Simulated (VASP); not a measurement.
# Sn (Im-3m) in VASP: further runs

Sn is run at these levels: LDA; tasks: single point.

All numbers are computed with VASP 6.6.1; they aren't measurements. Logs are shortened: lines on timing, memory, paths and dates and some standing lists are left out, and cuts for length are marked.

### Step 1. The cell of the first run

The structure is cubic, space group Im-3m (No. 229). The conventional cell has a = 3.814 Å, b = 3.814 Å, c = 3.814 Å, α = 90.00°, β = 90.00°, γ = 90.00°. Sn (site symmetry m-3m) has 14 Sn at 3.30 to 3.81 Å within 4.3 Å.

### Step 2. Single point, LDA (volume scaled by 1.02)

INCAR

```
SYSTEM = Sn
ALGO = Normal
EDIFF = 1E-7
ENCUT = 520
ISIF = 2
ISMEAR = -1
LASPH = .TRUE.
LCHARG = .FALSE.
LREAL = .FALSE.
LWAVE = .FALSE.
NBANDS = 13
NELM = 60
PREC = Accurate
SIGMA = 0.05
```

KPOINTS

```
k-points
0
G
  10 10 10
  0 0 0
```

POSCAR

```
Sn
1.0
   -1.9071995479      1.9071995479      1.9071995479
    1.9071995479     -1.9071995479      1.9071995479
    1.9071995479      1.9071995479     -1.9071995479
Sn
1
Direct
    0.0000000000      0.0000000000      0.0000000000
```

Potentials or basis: VASP PAW LDA potentials, release 64 (Sn_d).

Launch:

```console
$ cat potpaw_LDA.64/Sn_d/POTCAR > POTCAR
$ mpirun -np 1 vasp_std > vasp.out
```

OUTCAR:

```text
SYSTEM = Sn
   EDIFF = 1E-7
   ENCUT = 520
   ISIF = 2
   ISMEAR = -1
   LASPH = .TRUE.
   LREAL = .FALSE.
   NELM = 60
   PREC = Accurate

 ion  position               nearest neighbor table
   1  0.000  0.000  0.000-

  LATTYP: Found a body centered cubic cell.
 ALAT       =     3.8143990958

  Lattice vectors:

 A1 = (  -1.9071995479,   1.9071995479,   1.9071995479)
 A2 = (   1.9071995479,  -1.9071995479,   1.9071995479)
 A3 = (   1.9071995479,   1.9071995479,  -1.9071995479)

Analysis of symmetry for initial positions (statically):
=====================================================================
 Subroutine PRICEL returns:
 Original cell was already a primitive cell.

 Routine SETGRP: Setting up the symmetry group for a
 body centered cubic supercell.

 Subroutine GETGRP returns: Found 48 space group operations
[... 9 lines left out ...]

 Routine SETGRP: Setting up the symmetry group for a
 body centered cubic supercell.

 Subroutine GETGRP returns: Found 48 space group operations
[... 11 lines left out ...]
                                     Primitive cell

  volume of cell :      27.7491

  direct lattice vectors                    reciprocal lattice vectors
    -1.907199548  1.907199548  1.907199548     0.000000000  0.262164492  0.262164492
     1.907199548 -1.907199548  1.907199548     0.262164492  0.000000000  0.262164492
     1.907199548  1.907199548 -1.907199548     0.262164492  0.262164492  0.000000000

  length of vectors
     3.303366517  3.303366517  3.303366517     0.370756580  0.370756580  0.370756580

  position of ions in fractional coordinates (direct lattice)
     0.000000000  0.000000000  0.000000000

  ion indices of the primitive-cell ions
   primitive index   ion index
                 1           1

----------------------------------------------------------------------------------------

 KPOINTS: k-points

Automatic generation of k-mesh.
 Grid dimensions read from file:
 generate k-points for:   10   10   10

 Generating k-lattice:

  Cartesian coordinates                     Fractional coordinates (reciprocal lattice)
     0.000000000  0.026216449  0.026216449     0.100000000  0.000000000  0.000000000
     0.026216449  0.000000000  0.026216449     0.000000000  0.100000000  0.000000000
     0.026216449  0.026216449  0.000000000     0.000000000  0.000000000  0.100000000

  Length of vectors
     0.037075658  0.037075658  0.037075658

  Shift w.r.t. Gamma in fractional coordinates (k-lattice)
[... 46 lines left out ...]
   ISPIN  =      1    spin polarized calculation?
   LNONCOLLINEAR =      F non collinear calculations
   LSORBIT =      F    spin-orbit coupling
   LASPH  =      T    aspherical Exc in radial PAW
   ENCUT  =  520.0 eV  38.22 Ry    6.18 a.u.   6.14  6.14  6.14*2*pi/ulx,y,z
   NELM   =     60;   NELMIN=  2; NELMDL= -5     # of ELM steps
   EDIFF  = 0.1E-06   stopping-criterion for ELM
   LREAL  =      F    real-space projection
   EDIFFG = 0.1E-05   stopping-criterion for IOM
   NSW    =      0    number of steps for IOM
   IBRION =     -1    ionic relax: 0-MD 1-quasi-New 2-CG
   NFREE  =      0    steps in history (QN), initial steepest desc. (CG)
   ISIF   =      2    stress and relaxation
   ISYM   =      2    0-nonsym 1-usesym 2-fastsym
   POTIM  = 0.5000    time-step for ionic-motion
   TEBEG  =    0.0;   TEEND  =   0.0 temperature during run
   PSTRESS=    0.0 pullay stress
   NELECT =      14.0000    total number of electrons
   NUPDOWN=      -1.0000    fix difference up-down
   EMIN   =  10.00;   EMAX   =-10.00  energy-range for DOS
[... 5 lines left out ...]
     AMIX     =   0.40;   BMIX     =  1.00
     AMIX_MAG =   1.60;   BMIX_MAG =  1.00
  volume/ion in A,a.u.               =      27.75       187.26
  Fermi-wavevector in a.u.,A,eV,Ry     =   1.303271  2.462825 23.109701  1.698515
  Thomas-Fermi vector in A             =   2.434284
   LORBIT       =      0    0 simple, 1 ext, 2 COOP (PROOUT), +10 PAW based schemes
   GGA     = CA    functional components
   LHFCALC =     F    Hartree Fock is set to
   AEXX    =    0.0000 exact exchange contribution
   IVDW    =     0    specifies the selected vdW correction
   LEPSILON=     F    determine dielectric tensor
   LRPA    =     F    only Hartree local field effects (RPA)
 non-spin polarized calculation
  energy-cutoff  :      520.00
  volume of cell :       27.75
 maximum number of plane-waves:       767
 NGX is ok and might be reduce to    28
   NGX = 13   NGY = 13   NGZ = 13

 number of electron      13.9999997 magnetization

 Free energy of the ion-electron system (eV)
  ---------------------------------------------------
  ext. energy  EPLUGINS =         0.00000000
  ---------------------------------------------------
  free energy    TOTEN  =        -4.39834809 eV

  energy without entropy =       -4.39069240  energy(sigma->0) =       -4.39452024

 E-fermi :   7.5164     XC(G=0): -10.5082

 val. band max:        7.5083512608   @ k =   0.3000   0.0000   0.0000
 cond. band min:       7.5604453406   @ k =   0.2000   0.1000   0.1000
 fundamental gap:      0.0520940799
 Fermi energy:         7.5163691395

 k-point     1 :       0.0000    0.0000    0.0000
  band No.  band energies     occupation
      1     -13.8790      2.00000
      2     -13.8790      2.00000
      3     -13.8790      2.00000
      4     -13.7464      2.00000
      5     -13.7464      2.00000
      6      -3.3881      2.00000
      7      15.2069      0.00000
      8      15.2069      0.00000
      9      15.2069      0.00000
     10      19.7346      0.00000
     11      19.7346      0.00000
     12      19.7346      0.00000
     13      20.2134      0.00000
[... 354 lines left out ...]
  band No.  band energies     occupation
      1     -13.8861      2.00000
      2     -13.8427      2.00000
      3     -13.7771      2.00000
      4     -13.7547      2.00000
      5     -13.7441      2.00000
      6      -1.2610      2.00000
      7       7.6815      0.07091
      8      11.2979      0.00000
      9      12.5979      0.00000
     10      16.4966      0.00000
     11      17.5522      0.00000
     12      18.5187      0.00000
     13      24.1845      0.00000

 [... further k-points ...]
[... 5 lines left out ...]
  --------------------------------------------------------------------------------------
  -------------------------------------------------------------------------------------
  Total       -0.7274214     -0.7274214     -0.7274214      0.0000000     -0.0000000      0.0000000
  in kB      -41.9999031    -41.9999031    -41.9999031      0.0000000     -0.0000000      0.0000000
  external PRESSURE =     -41.9999031 kB  Pullay stress =       0.0000000 kB

 VOLUME and BASIS-vectors are now :
 -----------------------------------------------------------------------------
  energy-cutoff  :      520.00
  volume of cell :       27.75
      direct lattice vectors                 reciprocal lattice vectors
    -1.907199548  1.907199548  1.907199548     0.000000000  0.262164492  0.262164492
     1.907199548 -1.907199548  1.907199548     0.262164492  0.000000000  0.262164492
     1.907199548  1.907199548 -1.907199548     0.262164492  0.262164492  0.000000000

 POSITION                                       TOTAL-FORCE (eV/Angst)
 -----------------------------------------------------------------------------------
      0.00000      0.00000      0.00000         0.000000     -0.000000     -0.000000
 -----------------------------------------------------------------------------------
    total drift:                                0.000000      0.000000      0.000000

  FREE ENERGIE OF THE ION-ELECTRON SYSTEM (eV)
  ---------------------------------------------------
  free  energy   TOTEN  =        -4.3983480931 eV

  energy  without entropy=       -4.3906923958  energy(sigma->0) =       -4.39452024
```

OSZICAR:

```text
N       E                     dE             d eps       ncg     rms          rms(c)
DAV:   1     0.808903853011E+02    0.80890E+02   -0.72601E+03  1237   0.162E+03
DAV:   2     0.158045510704E+01   -0.79310E+02   -0.76814E+02  1302   0.338E+02
DAV:   3    -0.428211822871E+01   -0.58626E+01   -0.58366E+01  1460   0.737E+01
DAV:   4    -0.441059355949E+01   -0.12848E+00   -0.12845E+00  1460   0.117E+01
DAV:   5    -0.441480169428E+01   -0.42081E-02   -0.42078E-02  1595   0.210E+00    0.130E+00
DAV:   6    -0.440272566435E+01    0.12076E-01   -0.11570E-02  1520   0.179E+00    0.710E-01
DAV:   7    -0.439858417840E+01    0.41415E-02   -0.67627E-03  1517   0.126E+00    0.968E-02
DAV:   8    -0.439834717184E+01    0.23701E-03   -0.60023E-04  1477   0.422E-01    0.196E-02
DAV:   9    -0.439834810791E+01   -0.93606E-06   -0.10647E-05  1634   0.365E-02    0.131E-02
DAV:  10    -0.439834809307E+01    0.14840E-07   -0.88116E-07  1567   0.826E-03
   1 F= -.43983481E+01 E0= -.43945202E+01  d E =-.765570E-02
```

Run time: 37 s. Hardware: 1 thread of AMD EPYC 7R13, shared host; peak memory 0.12 GiB.

Results:

```yaml
Free_energy: -4.3983 eV
Pressure: -4.2 GPa
Band_gap_on_the_k_mesh: zero (band 7 reaches 15.21 eV, above the bottom of band 8 at 5.38 eV)
```

Levels at points of the mesh, in eV from the Fermi level:
```
           k point  band 4  band 5  band 6  band 7  band 8  band 9  band 10  band 11
(0.00, 0.00, 0.00)  -21.26  -21.26  -10.90    7.69    7.69    7.69    12.22    12.22
(0.50, 0.00, 0.00)  -21.27  -21.18   -6.41   -4.24    3.52    5.37     7.96     8.34
(0.50, 0.50, 0.50)  -21.20  -21.20   -2.68   -0.42   -0.42   -0.42     4.01     4.01
```

Caveat: the cell differs from its parent crystal (volume scaled by 1.02); spin-orbit coupling is left out, which moves the levels of the heavy elements.

### Step 3. Single point, LDA

This run uses another cell than the first one, of 27.20 Å³/atom, 0.980 times its volume.

INCAR

```
SYSTEM = Sn
  ALGO = Fast
  EDIFF = 1E-6
  ENCUT = 520
  GGA = CA
  ISIF = 2
  ISMEAR = -1
  LASPH = .TRUE.
  LCHARG = .TRUE.
  LELF = .TRUE.
  LREAL = .FALSE.
  LVHAR = .TRUE.
  LWAVE = .FALSE.
  NBANDS = 13
  NELM = 60
  PREC = Accurate
  SIGMA = 0.05
```

KPOINTS

```
k-points
0
G
  6 6 6
  0 0 0
```

POSCAR

```
Sn
1.0
   -1.8946518192      1.8946518192      1.8946518192
    1.8946518192     -1.8946518192      1.8946518192
    1.8946518192      1.8946518192     -1.8946518192
Sn
1
Direct
    0.0000000000      0.0000000000      0.0000000000
```

Potentials or basis: VASP PAW LDA potentials, release 64 (Sn_d).

Launch:

```console
$ cat potpaw_LDA.64/Sn_d/POTCAR > POTCAR
$ mpirun -np 1 vasp_std > vasp.out
```

Wall time 3.9 s (1 thread of Intel Xeon 6975P-C, shared host); peak memory 0.12 GiB.

It converged, with:

```yaml
Free_energy: -4.4512 eV
Pressure: -3.4 GPa
Band_gap_on_the_k_mesh: zero (band 7 reaches 15.63 eV, above the bottom of band 8 at 5.37 eV)
```

Levels at points of the mesh, in eV from the Fermi level:
| k point | band 5 | band 6 | band 7 | band 8 | band 9 | band 10 |
| --- | --- | --- | --- | --- | --- | --- |
| (0.00, 0.00, 0.00) | -21.44 | -11.22 | 7.70 | 7.70 | 7.70 | 12.09 |
| (0.50, 0.00, 0.00) | -21.35 | -6.60 | -4.51 | 3.41 | 5.27 | 7.90 |
| (0.50, 0.50, 0.50) | -21.37 | -2.74 | -0.61 | -0.61 | -0.61 | 3.83 |

Caveat: the k points lie up to 0.39 Å⁻¹ apart; spin-orbit coupling is left out, which moves the levels of the heavy elements.
